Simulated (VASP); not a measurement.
Wanted: the native input for a VASP 6.6.1 run.

```
Task                   : single point
Functional             : PBEsol
Potentials or basis    : VASP PAW PBE potentials, release 64 (Mg, C)
Cutoff                 : 520 eV
k mesh                 : 8 × 8 × 6
Occupations            : gaussian, width 0.02 eV
Spin                   : no spin polarisation
Dipole correction      : no
Further INCAR settings : ALGO = Normal; EDIFF = 1e-06; NBANDS = 16
```

The structure of Mg2C3 lies in POSCAR:

```
Mg2C3
1.0
    2.3295763271     -2.2457046453      0.0238344236
    2.3295763271      2.2457046453      0.0238344236
   -1.1353941914      0.0000000000      4.6784030108
Mg C
2 3
Direct
    0.8083414704      0.8083414704      0.2029052848
    0.1916585296      0.1916585296      0.7970947152
    0.2958752137      0.2958752137      0.2611372304
    0.7041247863      0.7041247863      0.7388627696
    0.5000000000      0.5000000000      0.5000000000
```

This cell differs from its parent crystal: volume scaled by 0.91, then relaxed in part.

One way to write it, as run:

INCAR

```
SYSTEM = Mg2C3
ALGO = Normal ; EDIFF = 1E-6
ENCUT = 520 ; GGA = PS
ISIF = 2 ; ISMEAR = 0
LASPH = .TRUE. ; LCHARG = .FALSE.
LREAL = .FALSE. ; LWAVE = .FALSE.
NBANDS = 16 ; NELM = 100
PREC = Accurate ; SIGMA = 0.02
```

KPOINTS

```
k-points
0
G
  8 8 6
  0 0 0
```

Potentials or basis: VASP PAW PBE potentials, release 64 (Mg, C).

The run is started by

```sh
$ cat potpaw_PBE.64/Mg/POTCAR potpaw_PBE.64/C/POTCAR > POTCAR
$ mpirun -np 1 vasp_std > vasp.out
```

It gave:

```yaml
Pressure: 12.9 GPa
Largest_force: 0.057 eV/Å
Band_gap_on_the_k_mesh: 1.76 eV, indirect (least direct gap 2.65 eV)
```

Caveat: the PAW data sets were made with another functional, which shifts forces and pressure a little.

Wall time 71 s on 1 thread of Intel Xeon 6975P-C, on a shared host, peak memory 0.21 GiB.
